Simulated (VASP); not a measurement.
A run of VASP 6.6.1 is set up as follows.

INCAR

```
SYSTEM = SrTiO3
PREC = Accurate
ENCUT = 520
EDIFF = 1E-6
ISMEAR = 0
SIGMA = 0.05
LREAL = .False.
LASPH = .True.
NELM = 80
ALGO = Normal
ISIF = 2
LWAVE = .False.
LCHARG = .True.
GGA = PE
LELF = .True.
LVHAR = .True.
NBANDS = 28
```

KPOINTS

```
Automatic mesh
0
Gamma
  8 8 8
  0 0 0
```

Contents of POSCAR:

```
SrTiO3
1.0
    3.9364094381      0.0000000000      0.0000000000
    0.0000000000      3.9364094381      0.0000000000
    0.0000000000      0.0000000000      3.9364094381
Sr Ti O
1 1 3
Direct
    0.0606362401      0.0000000000      0.0000000000
    0.4300638019      0.5000000000      0.5000000000
   -0.0302882481      0.5000000000      0.5000000000
    0.4537243052      0.0000000000      0.5000000000
    0.4537243052      0.5000000000      0.0000000000
```

Potentials or basis: VASP PAW PBE potentials, release 64 (Sr_sv, Ti_sv, O).

Run with:

```bash
$ cat potpaw_PBE.64/Sr_sv/POTCAR potpaw_PBE.64/Ti_sv/POTCAR potpaw_PBE.64/O/POTCAR > POTCAR
$ mpirun -np 1 vasp_std > vasp.out
```

Question: Estimate the largest force.

Answer: 1.904 eV/Å.

Question: Estimate the pressure.

Answer: 7.1 GPa.

Question: Estimate the band gap on the k mesh.

Answer: 1.82 eV, indirect (least direct gap 2.28 eV).

Stress tensor (GPa, compression positive):
```
8.08 0.00 0.00
0.00 6.61 0.00
0.00 0.00 6.61
```

Caveat: the cell differs from its parent crystal (mode 1 frozen in at -0.019 Å and mode 7 at +0.288 Å (largest displacements)); forces of over 1 eV/Å act on the atoms, so gaps and moduli don't describe the material at rest. A k mesh can miss the band edges.
